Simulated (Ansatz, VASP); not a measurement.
# Ti2Al3Ru in VASP and in Ansatz

```
Ti Al Ru
1.0
     2.48290   -5.30534    0.00000
     2.48290    5.30534    0.00000
     0.00000    0.00000    5.02010
Ti Al Ru
2 3 1
Direct
  0.50000 0.50000 0.00000
  0.00000 0.00000 0.00000
  0.75552 0.24448 0.00000
  0.24448 0.75552 0.00000
  0.50000 0.50000 0.50000
  0.00000 0.00000 0.50000
```

Alike in both runs: functional PBE; k mesh 4 × 4 × 4; occupations gaussian, width 0.1 eV; no spin polarisation.

Ansatz relaxed the structure, and its values are those at the end. VASP's run is a single point on that final structure, the one shown.

|  | VASP | Ansatz |
| --- | --- | --- |
| version | VASP 6.6.1 | Ansatz 0.2.0 |
| potentials or method | VASP PAW PBE potentials, release 64 (Ti_sv, Al, Ru_pv), cutoff 520 eV | scalar-relativistic, plane waves, PAW |
| valence electrons in the cell | 47 | 49 |

VASP gave:

```
gap on the k mesh at the Fermi level (eV) : none
pressure (GPa)                            : -0.1
rms of the force components (eV/Å)        : 0.010
```

**Question.** Estimate Ansatz's values.

**Answer.** gap on the k mesh at the Fermi level (eV): none; pressure (GPa): 0.0; rms of the force components (eV/Å): 0.011.

A gap of «none» marks a metal or a gap that the smearing closes. With one functional, cell and mesh, what is left measures potentials, basis and numerics. VASP's potentials hold 47 valence electrons a cell and Ansatz's 49, so a difference there can come from the potentials and not from the codes.
